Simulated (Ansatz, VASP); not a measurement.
# La in VASP and in Ansatz

```
La
1.0
    -2.12383    2.12383    2.12383
     2.12383   -2.12383    2.12383
     2.12383    2.12383   -2.12383
La
1
Direct
  0.00000 0.00000 0.00000
```

Alike in both runs: task single point; functional LDA; k mesh 9 × 9 × 9; occupations fermi-dirac, width 0.05 eV; no spin polarisation.

```csv
,VASP,Ansatz
version,VASP 6.6.1,Ansatz 0.2.0
potentials or method,"VASP PAW LDA potentials, release 64 (La), cutoff 520 eV","all-electron LAPW, scalar-relativistic"
```

Ansatz gave:

| Property | Result |
| --- | --- |
| gap on the k mesh at the Fermi level (eV) | none |
| pressure (GPa) | -3.8 |

Which values does VASP return?

gap on the k mesh at the Fermi level (eV): none; pressure (GPa): -3.9.

LDA's correlation is that of Perdew and Zunger in VASP and of Perdew and Wang (1992) in Ansatz. A gap of «none» marks a metal or a gap that the smearing closes. Ansatz ran all-electron here, and VASP with PAW potentials.

Neither program's run includes spin-orbit coupling.
